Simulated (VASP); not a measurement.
# ReBPt (P4/mmm) in VASP: single point with PBE

Aim: the single point of ReBPt with PBE.

Everything below comes from runs of VASP 6.6.1. Logs are shortened: lines on timing, memory, paths and dates and some standing lists are left out, and cuts for length are marked.

## Step 1: The cell of the first run

The structure is tetragonal, space group P4/mmm (No. 123). The conventional cell has a = 3.083 Å, b = 3.083 Å, c = 4.134 Å, α = 90.00°, β = 90.00°, γ = 90.00°. Re (site symmetry 4/mmm) has 2 B at 2.07 Å within 2.7 Å. Within 2.7 Å of B (site symmetry 4/mmm) lie 2 Re at 2.07 Å and 4 Pt at 2.18 Å. Within 3.1 Å of Pt (site symmetry 4/mmm) lie 4 B at 2.18 Å and 8 Re at 3.00 Å and 4 Pt at 3.08 Å.

The cell was generated, and may not be a known phase.

## Step 2: Single point, PBE

Input file INCAR:

```
ALGO = Normal
EDIFF = 1E-6
ENCUT = 570
GGA = PE
GGA_COMPAT = False
ISIF = 2
ISMEAR = 0
LASPH = True
LCHARG = True
LELF = True
LREAL = False
LVHAR = True
LWAVE = False
NBANDS = 25
NELM = 120
PREC = Accurate
SIGMA = 0.1
```

Input file KPOINTS:

```
k-points
0
Gamma
  6 6 4
```

Input file POSCAR:

```
ReBPt
1.0
    3.0826318960      0.0000000000      0.0000000000
    0.0000000000      3.0826318960      0.0000000000
    0.0000000000      0.0000000000      4.1340684284
Re B Pt
1 1 1
Direct
    0.0000000000      0.0000000000      0.5000000000
    0.0000000000      0.0000000000      0.0000000000
    0.5000000000      0.5000000000      0.0000000000
```

Potentials or basis: VASP PAW PBE potentials, release 64 (Re_sv_GW, B, Pt_sv_GW).

The run is started by

```console
$ cat potpaw_PBE.64/Re_sv_GW/POTCAR potpaw_PBE.64/B/POTCAR potpaw_PBE.64/Pt_sv_GW/POTCAR > POTCAR
$ mpirun -np 1 vasp_std > vasp.out
```

OUTCAR:

```text
EDIFF = 1E-6
   ENCUT = 570
   GGA = PE
   ISIF = 2
   ISMEAR = 0
   LASPH = True
   LREAL = False
   NELM = 120
   PREC = Accurate

 ion  position               nearest neighbor table
   1  0.000  0.000  0.500-   2 2.07   2 2.07   3 3.00   3 3.00   3 3.00   3 3.00   3 3.00   3 3.00
                             3 3.00   3 3.00
   2  0.000  0.000  0.000-   1 2.07   1 2.07   3 2.18   3 2.18   3 2.18   3 2.18
   3  0.500  0.500  0.000-   2 2.18   2 2.18   2 2.18   2 2.18   1 3.00   1 3.00   1 3.00   1 3.00
                             1 3.00   1 3.00   1 3.00   1 3.00

  LATTYP: Found a simple tetragonal cell.
 ALAT       =     3.0826318960
 C/A-ratio  =     1.3410840372

  Lattice vectors:

 A1 = (   3.0826318960,   0.0000000000,   0.0000000000)
 A2 = (   0.0000000000,   3.0826318960,   0.0000000000)
 A3 = (   0.0000000000,   0.0000000000,   4.1340684284)

Analysis of symmetry for initial positions (statically):
=====================================================================
 Subroutine PRICEL returns:
 Original cell was already a primitive cell.

 Routine SETGRP: Setting up the symmetry group for a
 simple tetragonal supercell.

 Subroutine GETGRP returns: Found 16 space group operations
 (whereof 16 operations were pure point group operations)
 out of a pool of 16 trial point group operations.

The static configuration has the point symmetry D_4h.

Analysis of symmetry for dynamics (positions and initial velocities):
=====================================================================
 Subroutine PRICEL returns:
 Original cell was already a primitive cell.

 Routine SETGRP: Setting up the symmetry group for a
 simple tetragonal supercell.

 Subroutine GETGRP returns: Found 16 space group operations
 (whereof 16 operations were pure point group operations)
 out of a pool of 16 trial point group operations.

The dynamic configuration has the point symmetry D_4h.

 Subroutine INISYM returns: Found 16 space group operations
 (whereof 16 operations are pure point group operations),
 and found     1 'primitive' translations

----------------------------------------------------------------------------------------

                                     Primitive cell

  volume of cell :      39.2845

  direct lattice vectors                    reciprocal lattice vectors
     3.082631896  0.000000000  0.000000000     0.324398123  0.000000000  0.000000000
     0.000000000  3.082631896  0.000000000     0.000000000  0.324398123  0.000000000
     0.000000000  0.000000000  4.134068428     0.000000000  0.000000000  0.241892464

  length of vectors
     3.082631896  3.082631896  4.134068428     0.324398123  0.324398123  0.241892464

  position of ions in fractional coordinates (direct lattice)
     0.000000000  0.000000000  0.500000000
     0.000000000  0.000000000  0.000000000
     0.500000000  0.500000000  0.000000000

  ion indices of the primitive-cell ions
   primitive index   ion index
                 1           1
                 2           2
                 3           3

----------------------------------------------------------------------------------------

 KPOINTS: k-points

Automatic generation of k-mesh.
 Grid dimensions read from file:
 generate k-points for:    6    6    4

 Generating k-lattice:

  Cartesian coordinates                     Fractional coordinates (reciprocal lattice)
     0.054066354  0.000000000  0.000000000     0.166666667  0.000000000  0.000000000
     0.000000000  0.054066354  0.000000000     0.000000000  0.166666667  0.000000000
     0.000000000  0.000000000  0.060473116     0.000000000  0.000000000  0.250000000

  Length of vectors
     0.054066354  0.054066354  0.060473116

  Shift w.r.t. Gamma in fractional coordinates (k-lattice)
     0.000000000  0.000000000  0.000000000

 Subroutine IBZKPT returns following result:
 ===========================================

 Found     30 irreducible k-points:

 Following reciprocal coordinates:
            Coordinates               Weight
  0.000000  0.000000  0.000000      1.000000
  0.166667  0.000000  0.000000      4.000000
  0.333333  0.000000  0.000000      4.000000
  0.500000  0.000000  0.000000      2.000000
  0.166667  0.166667  0.000000      4.000000
  0.333333  0.166667  0.000000      8.000000
[... 16 lines left out ...]
  0.333333  0.000000  0.500000      4.000000
  0.500000  0.000000  0.500000      2.000000
 [... further k-points ...]
   k-points           NKPTS =     30   k-points in BZ     NKDIM =     30   number of bands    NBANDS=     25
   number of dos      NEDOS =    301   number of ions     NIONS =      3
   total plane-waves  NPLWV =  18432
   dimension x,y,z NGX =    24 NGY =   24 NGZ =   32
   dimension x,y,z NGXF=    48 NGYF=   48 NGZF=   64
   ions per type =               1   1   1
   NGX,Y,Z   is equivalent  to a cutoff of  12.94, 12.94, 12.87 a.u.
   NGXF,Y,Z  is equivalent  to a cutoff of  25.89, 25.89, 25.74 a.u.
 SYSTEM =  unknown system
   PREC   = accura    normal or accurate (medium, high low for compatibility)
   ISTART =      0    job   : 0-new  1-cont  2-samecut
   ICHARG =      2    charge: 1-file 2-atom 10-const
   ISPIN  =      1    spin polarized calculation?
   LNONCOLLINEAR =      F non collinear calculations
   LSORBIT =      F    spin-orbit coupling
   LASPH  =      T    aspherical Exc in radial PAW
   ENCUT  =  570.0 eV  41.89 Ry    6.47 a.u.   6.00  6.00  8.05*2*pi/ulx,y,z
   NELM   =    120;   NELMIN=  2; NELMDL= -5     # of ELM steps
   EDIFF  = 0.1E-05   stopping-criterion for ELM
   LREAL  =      F    real-space projection
   EDIFFG = 0.1E-04   stopping-criterion for IOM
   NSW    =      0    number of steps for IOM
   IBRION =     -1    ionic relax: 0-MD 1-quasi-New 2-CG
   NFREE  =      0    steps in history (QN), initial steepest desc. (CG)
   ISIF   =      2    stress and relaxation
   ISYM   =      2    0-nonsym 1-usesym 2-fastsym
   POTIM  = 0.5000    time-step for ionic-motion
   TEBEG  =    0.0;   TEEND  =   0.0 temperature during run
   PSTRESS=    0.0 pullay stress
   NELECT =      36.0000    total number of electrons
   NUPDOWN=      -1.0000    fix difference up-down
   EMIN   =  10.00;   EMAX   =-10.00  energy-range for DOS
   EFERMI =   0.00;   METHOD = LEGACY
   ISMEAR =     0;   SIGMA  =   0.10  broadening in eV -4-tet -1-fermi 0-gaus
   EFERMI_NEDOS =   21; number of points for ismear=-14 and -15
   IALGO  =     38    algorithm
   IMIX   =      4    mixing-type and parameters
     AMIX     =   0.40;   BMIX     =  1.00
     AMIX_MAG =   1.60;   BMIX_MAG =  1.00
  volume/ion in A,a.u.               =      13.09        88.37
  Fermi-wavevector in a.u.,A,eV,Ry     =   1.590140  3.004929 34.402942  2.528545
  Thomas-Fermi vector in A             =   2.688881
   LORBIT       =      0    0 simple, 1 ext, 2 COOP (PROOUT), +10 PAW based schemes
   GGA     = PE    functional components
   LHFCALC =     F    Hartree Fock is set to
   AEXX    =    0.0000 exact exchange contribution
   IVDW    =     0    specifies the selected vdW correction
   LEPSILON=     F    determine dielectric tensor
   LRPA    =     F    only Hartree local field effects (RPA)
 non-spin polarized calculation
 Gauss-broadening in eV      SIGMA  =   0.10
  energy-cutoff  :      570.00
  volume of cell :       39.28
 maximum number of plane-waves:      1248
   NGX = 13   NGY = 13   NGZ = 17

 number of electron      35.9999996 magnetization

 Free energy of the ion-electron system (eV)
  ---------------------------------------------------
  ext. energy  EPLUGINS =         0.00000000
  ---------------------------------------------------
  free energy    TOTEN  =       -25.26484732 eV

  energy without entropy =      -25.25205916  energy(sigma->0) =      -25.25845324

 E-fermi :  10.4248     XC(G=0): -13.3143

 val. band max:       10.3078694971   @ k =   0.3333   0.0000   0.2500
 cond. band min:      10.4528900367   @ k =   0.3333   0.1667   0.2500
 fundamental gap:      0.1450205396
 Fermi energy:        10.4248089491

 k-point     1 :       0.0000    0.0000    0.0000
  band No.  band energies     occupation
      1     -89.0246      2.00000
      2     -69.8551      2.00000
      3     -43.2133      2.00000
      4     -43.2133      2.00000
      5     -43.0477      2.00000
      6     -31.8671      2.00000
[... 17 lines left out ...]
     24      18.9592      0.00000
     25      22.4121      0.00000

 k-point     2 :       0.1667    0.0000    0.0000
  band No.  band energies     occupation
      1     -89.0243      2.00000
      2     -69.8533      2.00000
      3     -43.2339      2.00000
      4     -43.2112      2.00000
      5     -43.0459      2.00000
      6     -31.8633      2.00000
[... 17 lines left out ...]
     24      19.4670      0.00000
     25      21.0289      0.00000

 k-point     3 :       0.3333    0.0000    0.0000
  band No.  band energies     occupation
      1     -89.0230      2.00000
      2     -69.8493      2.00000
      3     -43.2741      2.00000
      4     -43.2064      2.00000
      5     -43.0420      2.00000
      6     -31.8555      2.00000
[... 17 lines left out ...]
     24      19.1429      0.00000
     25      20.6452      0.00000

 k-point     4 :       0.5000    0.0000    0.0000
  band No.  band energies     occupation
      1     -89.0222      2.00000
      2     -69.8473      2.00000
      3     -43.2940      2.00000
      4     -43.2038      2.00000
      5     -43.0401      2.00000
      6     -31.8516      2.00000
[... 17 lines left out ...]
     24      18.4356      0.00000
     25      21.6653      0.00000

 k-point     5 :       0.1667    0.1667    0.0000
  band No.  band energies     occupation
      1     -89.0238      2.00000
      2     -69.8514      2.00000
      3     -43.2320      2.00000
      4     -43.2312      2.00000
      5     -43.0441      2.00000
      6     -31.8593      2.00000
[... 17 lines left out ...]
     24      19.8566      0.00000
     25      21.4881      0.00000

 k-point     6 :       0.3333    0.1667    0.0000
  band No.  band energies     occupation
      1     -89.0228      2.00000
      2     -69.8476      2.00000
      3     -43.2722      2.00000
      4     -43.2273      2.00000
      5     -43.0405      2.00000
      6     -31.8511      2.00000
[... 17 lines left out ...]
     24      19.6755      0.00000
     25      20.6090      0.00000
[... 393 lines left out ...]
 k-point    21 :       0.0000    0.0000    0.5000
  band No.  band energies     occupation
      1     -89.0247      2.00000
      2     -69.8553      2.00000
      3     -43.2130      2.00000
      4     -43.2130      2.00000
      5     -43.0480      2.00000
      6     -31.8707      2.00000
[... 17 lines left out ...]
     24      23.0581      0.00000
     25      23.9122      0.00000

 k-point    22 :       0.1667    0.0000    0.5000
  band No.  band energies     occupation
      1     -89.0247      2.00000
      2     -69.8536      2.00000
      3     -43.2340      2.00000
      4     -43.2108      2.00000
      5     -43.0472      2.00000
      6     -31.8652      2.00000
[... 17 lines left out ...]
     24      19.9624      0.00000
     25      23.6030      0.00000

 k-point    23 :       0.3333    0.0000    0.5000
  band No.  band energies     occupation
      1     -89.0233      2.00000
      2     -69.8496      2.00000
      3     -43.2746      2.00000
      4     -43.2064      2.00000
      5     -43.0441      2.00000
      6     -31.8530      2.00000
[... 17 lines left out ...]
     24      19.9512      0.00000
     25      22.5820      0.00000

 k-point    24 :       0.5000    0.0000    0.5000
  band No.  band energies     occupation
      1     -89.0228      2.00000
      2     -69.8477      2.00000
      3     -43.2950      2.00000
      4     -43.2042      2.00000
      5     -43.0426      2.00000
      6     -31.8469      2.00000
[... 17 lines left out ...]
     24      19.7370      0.00000
     25      21.8249      0.00000

 [... further k-points ...]

------------------------ aborting loop because EDIFF is reached ----------------------------------------

  FORCE on cell =-STRESS in cart. coord.  units (eV):
  Direction    XX          YY          ZZ          XY          YZ          ZX
  --------------------------------------------------------------------------------------
  -------------------------------------------------------------------------------------
  Total       -0.2758998     -0.2758998     -0.2348547     -0.0000000     -0.0000000      0.0000000
  in kB      -11.2522902    -11.2522902     -9.5783106     -0.0000000     -0.0000000      0.0000000
  external PRESSURE =     -10.6942970 kB  Pullay stress =       0.0000000 kB

 VOLUME and BASIS-vectors are now :
 -----------------------------------------------------------------------------
  energy-cutoff  :      570.00
  volume of cell :       39.28
      direct lattice vectors                 reciprocal lattice vectors
     3.082631896  0.000000000  0.000000000     0.324398123  0.000000000  0.000000000
     0.000000000  3.082631896  0.000000000     0.000000000  0.324398123  0.000000000
     0.000000000  0.000000000  4.134068428     0.000000000  0.000000000  0.241892464

 POSITION                                       TOTAL-FORCE (eV/Angst)
 -----------------------------------------------------------------------------------
      0.00000      0.00000      2.06703         0.000000      0.000000      0.000000
      0.00000      0.00000      0.00000         0.000000      0.000000      0.000000
      1.54132      1.54132      0.00000         0.000000      0.000000      0.000000
 -----------------------------------------------------------------------------------
    total drift:                                0.000000     -0.000000     -0.000000

  FREE ENERGIE OF THE ION-ELECTRON SYSTEM (eV)
  ---------------------------------------------------
  free  energy   TOTEN  =       -25.2648473189 eV

  energy  without entropy=      -25.2520591566  energy(sigma->0) =      -25.25845324
```

Wall time 25 s (1 thread of AMD EPYC 7R13 (Zen 3), shared host); peak memory 0.15 GiB.

Results:

- Free energy: -25.2648 eV
- Pressure: -1.1 GPa
- Band gap on the k mesh: zero (bands 18 and 19 overlap by 4.25 eV)

Stress tensor (GPa, compression positive):
```
-1.13  0.00  0.00
 0.00 -1.13  0.00
 0.00  0.00 -0.96
```

Caveat: the k points lie up to 0.38 Å⁻¹ apart, too coarse for converged energies and pressures of a metal; spin-orbit coupling is left out, which moves the levels of the heavy elements.

The gap in the log of VASP goes by the Fermi energy; the results here count the filled bands.